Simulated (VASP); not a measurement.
# Ag (P6_3/mmc) in VASP: notebook

Ag is run at these levels: PBE; tasks: single point.

Everything below comes from runs of VASP 6.6.1. Logs are shortened: lines on timing, memory, paths and dates and some standing lists are left out, and cuts for length are marked.

**1. The cell of the first run**

The structure is hexagonal, space group P6_3/mmc (No. 194). Conventional cell: a = 2.981 Å, b = 2.981 Å, c = 9.277 Å, α = 90.00°, β = 90.00°, γ = 120.00°. Within 3.8 Å of Ag (site symmetry -6m2) lie 12 Ag at 2.89 to 2.98 Å. Ag (site symmetry -3m) has 12 Ag at 2.89 to 2.98 Å within 3.8 Å.

This isn't the form of Ag at room conditions, which is fcc.

**2. Single point, PBE (strain +0.015 along x and y, -0.030 along z)**

The input, INCAR:

```
SYSTEM = Ag
ALGO = Fast
EDIFF = 1E-6
ENCUT = 520
GGA = PE
ISIF = 2
ISMEAR = 0
LASPH = .TRUE.
LCHARG = .FALSE.
LREAL = .FALSE.
LWAVE = .FALSE.
NBANDS = 30
NELM = 60
PREC = Accurate
SIGMA = 0.15
```

The input, KPOINTS:

```
k-points
0
G
  18 18 6
  0 0 0
```

The input, POSCAR:

```
Ag
1.0
    2.9808697485      0.0000000000      0.0000000000
   -1.4904348742      2.5815089276      0.0000000000
    0.0000000000      0.0000000000      9.2766065346
Ag
4
Direct
    0.3333333333      0.6666666667      0.2500000000
    0.6666666667      0.3333333333      0.7500000000
    0.0000000000      0.0000000000      0.0000000000
    0.0000000000      0.0000000000      0.5000000000
```

Potentials or basis: VASP PAW PBE potentials, release 64 (Ag).

On the command line:

```bash
$ cat potpaw_PBE.64/Ag/POTCAR > POTCAR
$ mpirun -np 1 vasp_std > vasp.out
```

OUTCAR:

```text
SYSTEM = Ag
   EDIFF = 1E-6
   ENCUT = 520
   GGA = PE
   ISIF = 2
   ISMEAR = 0
   LASPH = .TRUE.
   LREAL = .FALSE.
   NELM = 60
   PREC = Accurate

 ion  position               nearest neighbor table
   1  0.333  0.667  0.250-   3 2.89   4 2.89   3 2.89   4 2.89   3 2.89   4 2.89
   2  0.667  0.333  0.750-   3 2.89   4 2.89   3 2.89   4 2.89   3 2.89   4 2.89
   3  0.000  0.000  0.000-   1 2.89   2 2.89   1 2.89   2 2.89   2 2.89   1 2.89
   4  0.000  0.000  0.500-   1 2.89   2 2.89   1 2.89   2 2.89   2 2.89   1 2.89

  LATTYP: Found a hexagonal cell.
 ALAT       =     2.9808697485
 C/A-ratio  =     3.1120469250

  Lattice vectors:

 A1 = (   2.9808697485,   0.0000000000,   0.0000000000)
 A2 = (  -1.4904348742,   2.5815089276,   0.0000000000)
 A3 = (   0.0000000000,   0.0000000000,   9.2766065346)

Analysis of symmetry for initial positions (statically):
=====================================================================
 Subroutine PRICEL returns:
 Original cell was already a primitive cell.

 Routine SETGRP: Setting up the symmetry group for a
 hexagonal supercell.

 Subroutine GETGRP returns: Found 24 space group operations
 (whereof 12 operations were pure point group operations)
 out of a pool of 24 trial point group operations.

The static configuration has the point symmetry D_3d.
 The point group associated with its full space group is D_6h.

Analysis of symmetry for dynamics (positions and initial velocities):
=====================================================================
 Subroutine PRICEL returns:
 Original cell was already a primitive cell.

 Routine SETGRP: Setting up the symmetry group for a
 hexagonal supercell.

 Subroutine GETGRP returns: Found 24 space group operations
 (whereof 12 operations were pure point group operations)
 out of a pool of 24 trial point group operations.

The dynamic configuration has the point symmetry D_3d.
 The point group associated with its full space group is D_6h.

 Subroutine INISYM returns: Found 24 space group operations
 (whereof 12 operations are pure point group operations),
 and found     1 'primitive' translations

----------------------------------------------------------------------------------------

                                     Primitive cell

  volume of cell :      71.3848

  direct lattice vectors                    reciprocal lattice vectors
     2.980869748  0.000000000  0.000000000     0.335472558  0.193685172  0.000000000
    -1.490434874  2.581508928  0.000000000     0.000000000  0.387370343  0.000000000
     0.000000000  0.000000000  9.276606535     0.000000000  0.000000000  0.107798040

  length of vectors
     2.980869748  2.980869748  9.276606535     0.387370343  0.387370343  0.107798040

  position of ions in fractional coordinates (direct lattice)
     0.333333333  0.666666667  0.250000000
     0.666666667  0.333333333  0.750000000
     0.000000000  0.000000000  0.000000000
     0.000000000  0.000000000  0.500000000

  ion indices of the primitive-cell ions
   primitive index   ion index
                 1           1
                 2           2
                 3           3
                 4           4

----------------------------------------------------------------------------------------

 KPOINTS: k-points

Automatic generation of k-mesh.
 Grid dimensions read from file:
 generate k-points for:   18   18    6

 Generating k-lattice:

  Cartesian coordinates                     Fractional coordinates (reciprocal lattice)
     0.018637364  0.010760287  0.000000000     0.055555556  0.000000000  0.000000000
     0.000000000  0.021520575  0.000000000     0.000000000  0.055555556  0.000000000
     0.000000000  0.000000000  0.017966340     0.000000000  0.000000000  0.166666667

  Length of vectors
     0.021520575  0.021520575  0.017966340

  Shift w.r.t. Gamma in fractional coordinates (k-lattice)
     0.000000000  0.000000000  0.000000000

 Subroutine IBZKPT returns following result:
 ===========================================

 Found    148 irreducible k-points:

 Following reciprocal coordinates:
            Coordinates               Weight
  0.000000  0.000000  0.000000      1.000000
  0.055556 -0.000000  0.000000      6.000000
  0.111111 -0.000000  0.000000      6.000000
  0.166667 -0.000000  0.000000      6.000000
  0.222222 -0.000000  0.000000      6.000000
  0.277778  0.000000  0.000000      6.000000
[... 16 lines left out ...]
  0.333333  0.111111  0.000000     12.000000
  0.388889  0.111111  0.000000     12.000000
 [... further k-points ...]
   k-points           NKPTS =    148   k-points in BZ     NKDIM =    148   number of bands    NBANDS=     30
   number of dos      NEDOS =    301   number of ions     NIONS =      4
   total plane-waves  NPLWV =  40320
   dimension x,y,z NGX =    24 NGY =   24 NGZ =   70
   dimension x,y,z NGXF=    48 NGYF=   48 NGZF=  140
   ions per type =               4
   NGX,Y,Z   is equivalent  to a cutoff of  13.39, 13.39, 12.54 a.u.
   NGXF,Y,Z  is equivalent  to a cutoff of  26.77, 26.77, 25.09 a.u.
 SYSTEM =  Ag
   PREC   = accura    normal or accurate (medium, high low for compatibility)
   ISTART =      0    job   : 0-new  1-cont  2-samecut
   ICHARG =      2    charge: 1-file 2-atom 10-const
   ISPIN  =      1    spin polarized calculation?
   LNONCOLLINEAR =      F non collinear calculations
   LSORBIT =      F    spin-orbit coupling
   LASPH  =      T    aspherical Exc in radial PAW
   ENCUT  =  520.0 eV  38.22 Ry    6.18 a.u.   5.54  5.54 17.25*2*pi/ulx,y,z
   NELM   =     60;   NELMIN=  2; NELMDL= -5     # of ELM steps
   EDIFF  = 0.1E-05   stopping-criterion for ELM
   LREAL  =      F    real-space projection
   EDIFFG = 0.1E-04   stopping-criterion for IOM
   NSW    =      0    number of steps for IOM
   IBRION =     -1    ionic relax: 0-MD 1-quasi-New 2-CG
   NFREE  =      0    steps in history (QN), initial steepest desc. (CG)
   ISIF   =      2    stress and relaxation
   ISYM   =      2    0-nonsym 1-usesym 2-fastsym
   POTIM  = 0.5000    time-step for ionic-motion
   TEBEG  =    0.0;   TEEND  =   0.0 temperature during run
   PSTRESS=    0.0 pullay stress
   NELECT =      44.0000    total number of electrons
   NUPDOWN=      -1.0000    fix difference up-down
   EMIN   =  10.00;   EMAX   =-10.00  energy-range for DOS
   EFERMI =   0.00;   METHOD = LEGACY
   ISMEAR =     0;   SIGMA  =   0.15  broadening in eV -4-tet -1-fermi 0-gaus
   EFERMI_NEDOS =   21; number of points for ismear=-14 and -15
   IALGO  =     68    algorithm
   IMIX   =      4    mixing-type and parameters
     AMIX     =   0.40;   BMIX     =  1.00
     AMIX_MAG =   1.60;   BMIX_MAG =  1.00
  volume/ion in A,a.u.               =      17.85       120.43
  Fermi-wavevector in a.u.,A,eV,Ry     =   1.393233  2.632829 26.410250  1.941099
  Thomas-Fermi vector in A             =   2.516899
   LORBIT       =      0    0 simple, 1 ext, 2 COOP (PROOUT), +10 PAW based schemes
   GGA     = PE    functional components
   LHFCALC =     F    Hartree Fock is set to
   AEXX    =    0.0000 exact exchange contribution
   IVDW    =     0    specifies the selected vdW correction
   LEPSILON=     F    determine dielectric tensor
   LRPA    =     F    only Hartree local field effects (RPA)
 non-spin polarized calculation
 RMM-DIIS sequential band-by-band and
 Gauss-broadening in eV      SIGMA  =   0.15
  energy-cutoff  :      520.00
  volume of cell :       71.38
 maximum number of plane-waves:      1967
 NGX is ok and might be reduce to    24
   NGX = 11   NGY = 11   NGZ = 35

 number of electron      43.9999990 magnetization

 Free energy of the ion-electron system (eV)
  ---------------------------------------------------
  ext. energy  EPLUGINS =         0.00000000
  ---------------------------------------------------
  free energy    TOTEN  =       -10.84073204 eV

  energy without entropy =      -10.82835713  energy(sigma->0) =      -10.83454458

 E-fermi :   7.8246     XC(G=0): -11.9372

 val. band max:        7.8190060191   @ k =   0.1111   0.0556   0.3333
 cond. band min:       7.8631000006   @ k =   0.3889   0.0556   0.0000
 fundamental gap:      0.0440939815
 Fermi energy:         7.8246279340

 k-point     1 :       0.0000    0.0000    0.0000
  band No.  band energies     occupation
      1       0.3729      2.00000
      2       1.7189      2.00000
      3       1.8222      2.00000
      4       1.8239      2.00000
      5       3.0721      2.00000
      6       3.0721      2.00000
[... 22 lines left out ...]
     29      23.1121      0.00000
     30      23.9416      0.00000

 k-point     2 :       0.0556   -0.0000    0.0000
  band No.  band energies     occupation
      1       0.4524      2.00000
      2       1.7628      2.00000
      3       1.8893      2.00000
      4       1.8893      2.00000
      5       3.0502      2.00000
      6       3.0592      2.00000
[... 22 lines left out ...]
     29      23.0324      0.00000
     30      23.4119      0.00000

 k-point     3 :       0.1111   -0.0000    0.0000
  band No.  band energies     occupation
      1       0.6845      2.00000
      2       1.8823      2.00000
      3       2.0690      2.00000
      4       2.0741      2.00000
      5       2.9124      2.00000
      6       2.9935      2.00000
[... 22 lines left out ...]
     29      22.4488      0.00000
     30      22.5251      0.00000

 k-point     4 :       0.1667   -0.0000    0.0000
  band No.  band energies     occupation
      1       1.0450      2.00000
      2       2.0290      2.00000
      3       2.2957      2.00000
      4       2.3004      2.00000
      5       2.7135      2.00000
      6       2.8867      2.00000
[... 616 lines left out ...]
     29      17.0922      0.00000
     30      19.3611      0.00000

 k-point    23 :       0.3333    0.1111    0.0000
  band No.  band energies     occupation
      1       1.8767      2.00000
      2       1.8925      2.00000
      3       2.0129      2.00000
      4       2.5010      2.00000
      5       2.5072      2.00000
      6       2.6865      2.00000
[... 22 lines left out ...]
     29      16.5317      0.00000
     30      18.9349      0.00000

 k-point    24 :       0.3889    0.1111    0.0000
  band No.  band energies     occupation
      1       1.7941      2.00000
      2       1.8181      2.00000
      3       1.9415      2.00000
      4       2.4358      2.00000
      5       2.4697      2.00000
      6       2.6336      2.00000
[... 22 lines left out ...]
     29      16.1625      0.00000
     30      17.6949      0.00000

 [... further k-points ...]

------------------------ aborting loop because EDIFF is reached ----------------------------------------

  FORCE on cell =-STRESS in cart. coord.  units (eV):
  Direction    XX          YY          ZZ          XY          YZ          ZX
  --------------------------------------------------------------------------------------
  -------------------------------------------------------------------------------------
  Total       -0.5082301     -0.5082301      1.3381487     -0.0000000      0.0000000      0.0000000
  in kB      -11.4068366    -11.4068366     30.0337247     -0.0000000      0.0000000      0.0000000
  external PRESSURE =       2.4066838 kB  Pullay stress =       0.0000000 kB

 VOLUME and BASIS-vectors are now :
 -----------------------------------------------------------------------------
  energy-cutoff  :      520.00
  volume of cell :       71.38
      direct lattice vectors                 reciprocal lattice vectors
     2.980869748  0.000000000  0.000000000     0.335472558  0.193685172  0.000000000
    -1.490434874  2.581508928  0.000000000     0.000000000  0.387370343  0.000000000
     0.000000000  0.000000000  9.276606535     0.000000000  0.000000000  0.107798040

 POSITION                                       TOTAL-FORCE (eV/Angst)
 -----------------------------------------------------------------------------------
     -0.00000      1.72101      2.31915         0.000000     -0.000000     -0.000000
      1.49043      0.86050      6.95745        -0.000000      0.000000      0.000000
      0.00000      0.00000      0.00000         0.000000     -0.000000     -0.000000
      0.00000      0.00000      4.63830         0.000000     -0.000000     -0.000000
 -----------------------------------------------------------------------------------
    total drift:                               -0.000000      0.000000      0.000000

  FREE ENERGIE OF THE ION-ELECTRON SYSTEM (eV)
  ---------------------------------------------------
  free  energy   TOTEN  =       -10.8407320355 eV

  energy  without entropy=      -10.8283571332  energy(sigma->0) =      -10.83454458
```

Wall time 5.6 min (1 thread of Intel Xeon 8259CL, shared host); peak memory 0.36 GiB.

What came out:

```yaml
Free_energy: -10.8407 eV
Pressure: 0.2 GPa
Band_gap_on_the_k_mesh: zero (bands 22 and 23 overlap by 6.04 eV)
```

Stress tensor (GPa, compression positive):
```
-1.14  0.00  0.00
 0.00 -1.14  0.00
 0.00  0.00  3.00
```

Levels at points of the mesh, in eV from the Fermi level:
```
           k point  band 18  band 19  band 20  band 21  band 22  band 23  band 24  band 25  band 26  band 27
(0.00, 0.00, 0.00)    -3.67    -3.67    -3.37    -3.37    -2.97    -2.97     0.08     3.99    11.81    11.85
(0.50, 0.00, 0.00)    -2.91    -2.82    -2.80    -0.23     0.76     0.79     1.35     3.93     4.06     7.47
(0.00, 0.00, 0.50)    -3.78    -3.15    -3.15    -3.15    -3.15    -2.11    -2.11     7.01     7.01    15.12
(0.50, 0.00, 0.50)    -3.06    -2.91    -2.91     0.15     0.15     1.21     1.21     4.54     4.54     6.21
```

Caveat: the cell differs from its parent crystal (strain +0.015 along x and y, -0.030 along z).

**3. Single point, PBE (strain +0.000 along x and y, +0.015 along z)**

The input, INCAR:

```
SYSTEM = Ag
PREC = Accurate
ENCUT = 520
EDIFF = 1E-6
ISMEAR = 0
SIGMA = 0.15
LREAL = .False.
LASPH = .True.
NELM = 60
ALGO = Fast
ISIF = 2
LWAVE = .False.
LCHARG = .False.
GGA = PE
NBANDS = 30
```

The input, KPOINTS:

```
Automatic mesh
0
Gamma
  18 18 6
  0 0 0
```

The input, POSCAR:

```
Ag
1.0
    2.9368174862      0.0000000000      0.0000000000
   -1.4684087431      2.5433585493      0.0000000000
    0.0000000000      0.0000000000      9.7069645697
Ag
4
Direct
    0.3333333333      0.6666666667      0.2500000000
    0.6666666667      0.3333333333      0.7500000000
    0.0000000000      0.0000000000      0.0000000000
    0.0000000000      0.0000000000      0.5000000000
```

Potentials or basis: VASP PAW PBE potentials, release 64 (Ag).

On the command line:

```bash
$ cat potpaw_PBE.64/Ag/POTCAR > POTCAR
$ mpirun -np 1 vasp_std > vasp.out
```

OUTCAR:

```text
SYSTEM = Ag
   PREC = Accurate
   ENCUT = 520
   EDIFF = 1E-6
   ISMEAR = 0
   LREAL = .False.
   LASPH = .True.
   NELM = 60
   ISIF = 2
   GGA = PE

 ion  position               nearest neighbor table
   1  0.333  0.667  0.250-   3 2.96   4 2.96   3 2.96   4 2.96   3 2.96   4 2.96
   2  0.667  0.333  0.750-   3 2.96   4 2.96   3 2.96   4 2.96   3 2.96   4 2.96
   3  0.000  0.000  0.000-   1 2.96   2 2.96   1 2.96   2 2.96   2 2.96   1 2.96
   4  0.000  0.000  0.500-   1 2.96   2 2.96   1 2.96   2 2.96   2 2.96   1 2.96

  LATTYP: Found a hexagonal cell.
[... 996 lines left out ...]
  --------------------------------------------------------------------------------------
  -------------------------------------------------------------------------------------
  Total       -0.4547725     -0.4547725     -0.8612040      0.0000000     -0.0000000      0.0000000
  in kB      -10.0493233    -10.0493233    -19.0304306      0.0000000     -0.0000000      0.0000000
  external PRESSURE =     -13.0430257 kB  Pullay stress =       0.0000000 kB

 VOLUME and BASIS-vectors are now :
 -----------------------------------------------------------------------------
  energy-cutoff  :      520.00
  volume of cell :       72.51
      direct lattice vectors                 reciprocal lattice vectors
     2.936817486  0.000000000  0.000000000     0.340504647  0.196590449  0.000000000
    -1.468408743  2.543358549  0.000000000     0.000000000  0.393180899  0.000000000
     0.000000000  0.000000000  9.706964570     0.000000000  0.000000000  0.103018816

 POSITION                                       TOTAL-FORCE (eV/Angst)
 -----------------------------------------------------------------------------------
     -0.00000      1.69557      2.42674        -0.000000      0.000000     -0.000000
      1.46841      0.84779      7.28022         0.000000     -0.000000     -0.000000
      0.00000      0.00000      0.00000         0.000000      0.000000      0.000000
      0.00000      0.00000      4.85348         0.000000      0.000000      0.000000
 -----------------------------------------------------------------------------------
    total drift:                               -0.000000      0.000000      0.000000

  FREE ENERGIE OF THE ION-ELECTRON SYSTEM (eV)
  ---------------------------------------------------
  free  energy   TOTEN  =       -10.8649085230 eV

  energy  without entropy=      -10.8508250436  energy(sigma->0) =      -10.85786678
```

stdout:

```text
POSCAR found type information on POSCAR Ag
 POSCAR found :  1 types and       4 ions
 scaLAPACK will be used
 LDA part: xc-table for (Slater+PW92), standard interpolation
 POSCAR, INCAR and KPOINTS ok, starting setup
 FFT: planning ... GRIDC
 FFT: planning ... GRID_SOFT
 FFT: planning ... GRID
 WAVECAR not read
 entering main loop
```

Run time: 4.9 min. Hardware: 1 thread of Intel Xeon 8259CL, shared host; peak memory 0.36 GiB.

Results:

```yaml
Free_energy: -10.8649 eV
Pressure: -1.3 GPa
Band_gap_on_the_k_mesh: zero (bands 22 and 23 overlap by 6.44 eV)
```

Stress tensor (GPa, compression positive):
```
-1.00  0.00  0.00
 0.00 -1.00  0.00
 0.00  0.00 -1.90
```

Caveat: the cell differs from its parent crystal (strain +0.000 along x and y, +0.015 along z).

**4. Single point, PBE (strain +0.015 along x and y, -0.015 along z)**

The input, INCAR:

```
  PREC = Accurate
  ENCUT = 520
  EDIFF = 1E-7
  ISMEAR = 0
  SIGMA = 0.15
  LREAL = F
  LASPH = T
  NELM = 100
  ALGO = Fast
  ISIF = 2
  LWAVE = F
  LCHARG = F
  GGA = PE
  NBANDS = 30
```

The input, KPOINTS:

```
Automatic mesh
0
Gamma
  18 18 6
```

The input, POSCAR:

```
Ag
1.0
    2.9808697485      0.0000000000      0.0000000000
   -1.4904348742      2.5815089276      0.0000000000
    0.0000000000      0.0000000000      9.4200592129
Ag
4
Direct
    0.3333333333      0.6666666667      0.2500000000
    0.6666666667      0.3333333333      0.7500000000
    0.0000000000      0.0000000000      0.0000000000
    0.0000000000      0.0000000000      0.5000000000
```

On the command line:

```bash
$ cat potpaw_PBE.64/Ag/POTCAR > POTCAR
$ mpirun -np 1 vasp_std > vasp.out
```

Run time: 5.8 min. Hardware: 1 thread of Intel Xeon 8259CL, shared host; peak memory 0.36 GiB.

It converged, with:

```yaml
Free_energy: -10.8532 eV
Pressure: -1.2 GPa
Band_gap_on_the_k_mesh: zero (bands 22 and 23 overlap by 6.10 eV)
```

Stress tensor (GPa, compression positive):
```
-2.13  0.00  0.00
 0.00 -2.13  0.00
 0.00  0.00  0.53
```

Levels at points of the mesh, in eV from the Fermi level:
```csv
k point,band 18,band 19,band 20,band 21,band 22,band 23,band 24,band 25,band 26,band 27
"(0.00, 0.00, 0.00)",-3.61,-3.61,-3.35,-3.35,-2.97,-2.97,0.00,3.71,11.37,11.40
"(0.50, 0.00, 0.00)",-2.88,-2.81,-2.80,-0.15,0.80,0.84,1.39,3.90,4.01,7.30
"(0.00, 0.00, 0.50)",-3.73,-3.14,-3.14,-3.14,-3.14,-2.14,-2.14,6.67,6.67,15.18
"(0.50, 0.00, 0.50)",-3.01,-2.88,-2.88,0.21,0.21,1.25,1.25,4.48,4.48,6.10
```

Caveat: the cell differs from its parent crystal (strain +0.015 along x and y, -0.015 along z).

**5. Summary**

| cell | further INCAR settings | gap on the mesh (eV) | pressure (GPa) |
| --- | --- | --- | --- |
| a = 2.981, b = 2.981, c = 9.277 Å, angles 90.0, 90.0, 120.0°, 4 atoms | ALGO = Fast; EDIFF = 1e-06; NBANDS = 30 | none | 0.2 |
| a = 2.937, b = 2.937, c = 9.707 Å, angles 90.0, 90.0, 120.0°, 4 atoms | ALGO = Fast; EDIFF = 1e-06; NBANDS = 30 | none | -1.3 |
| a = 2.981, b = 2.981, c = 9.420 Å, angles 90.0, 90.0, 120.0°, 4 atoms | ALGO = Fast; EDIFF = 1e-07; NBANDS = 30 | none | -1.2 |

Alike in all rows: task single point; level PBE; potentials or basis VASP PAW PBE potentials, release 64 (Ag); no spin polarisation; k mesh 18 × 18 × 6; cutoff (eV) 520; smearing gaussian 0.15 eV.

Absolute energies hang on the potentials; compare differences alone.
